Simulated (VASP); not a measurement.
Crystal: Mg3Te.

```
Mg Te
1.0
     4.61573    0.00000    0.00000
    -2.30786    3.99734    0.00000
     0.00000    0.00000   10.27245
Mg Te
6 2
Cartesian
  0.0000 2.6649 1.3941
  0.0000 2.6649 8.8784
  2.3079 1.3324 8.8784
  2.3079 1.3324 1.3941
  0.0000 0.0000 0.0000
  0.0000 0.0000 5.1362
  0.0000 0.0000 2.4004
  0.0000 0.0000 7.8720
```

| Item | Value |
| --- | --- |
| Program | VASP 6.6.1 |
| Task | relaxation of cell and atoms |
| Functional | PBE |
| Potentials or basis | VASP PAW PBE potentials, release 64 (Mg, Te) |
| Cutoff | 600 eV |
| k mesh | 6 × 6 × 2 |
| Occupations | gaussian, width 0.1 eV |
| Spin | no spin polarisation |

At the start: pressure 17.9 GPa; volume 23.69 Å³/atom.

Question: Where does the relaxation end?

Answer: Over 25 steps the energy falls by 528.1 meV/atom and the volume is 33.07 Å³/atom (+39.6 %); space group P6/mmm (No. 191, to 0.05 Å).

Step by step:
```csv
step,energy change (eV),largest force (eV/Å),pressure (GPa),volume (Å³)
1,0.0000,4.0269,17.94,189.53
2,-3.9705,0.4952,-0.23,271.86
3,-3.9711,0.4782,-0.36,273.40
4,-4.0176,0.4675,-0.28,271.23
5,-4.1206,0.2718,0.15,264.78
6,-3.9979,0.4651,1.89,252.18
7,-4.1374,0.1697,0.42,261.95
8,-4.1393,0.1203,0.57,260.67
9,-4.1730,0.0819,0.08,265.75
10,-4.1768,0.0739,-0.15,268.31
11,-4.1820,0.0686,-0.05,266.76
12,-4.1858,0.0757,0.13,264.03
13,-4.1918,0.0751,0.00,265.45
14,-4.2062,0.1095,-0.40,269.71
15,-4.1625,0.0739,-1.10,278.26
16,-4.2085,0.0861,-0.51,270.97
17,-4.2096,0.0773,-0.52,270.96
18,-4.2120,0.0482,-0.54,270.93
19,-4.2127,0.0185,-0.55,270.87
20,-4.2131,0.0105,-0.55,270.89
21,-4.2157,0.0109,-0.48,270.07
22,-4.2215,0.0193,-0.27,267.59
23,-4.2229,0.0696,0.18,262.69
24,-4.2240,0.0482,-0.02,264.70
25,-4.2245,0.0377,-0.01,264.53
```

Final structure:
```
Mg Te
1.0
     4.96048    0.00000    0.00000
    -2.48024    4.29590    0.00000
     0.00000    0.00000   12.41341
Mg Te
6 2
Direct
  0.33333 0.66667 0.13118
  0.33333 0.66667 0.86882
  0.66667 0.33333 0.86882
  0.66667 0.33333 0.13118
  0.00000 0.00000 0.00000
  0.00000 0.00000 0.50000
  0.00000 0.00000 0.28302
  0.00000 0.00000 0.71698
```

Caveat: the volume moved by over 15 % at a fixed basis, so the end points are rough.
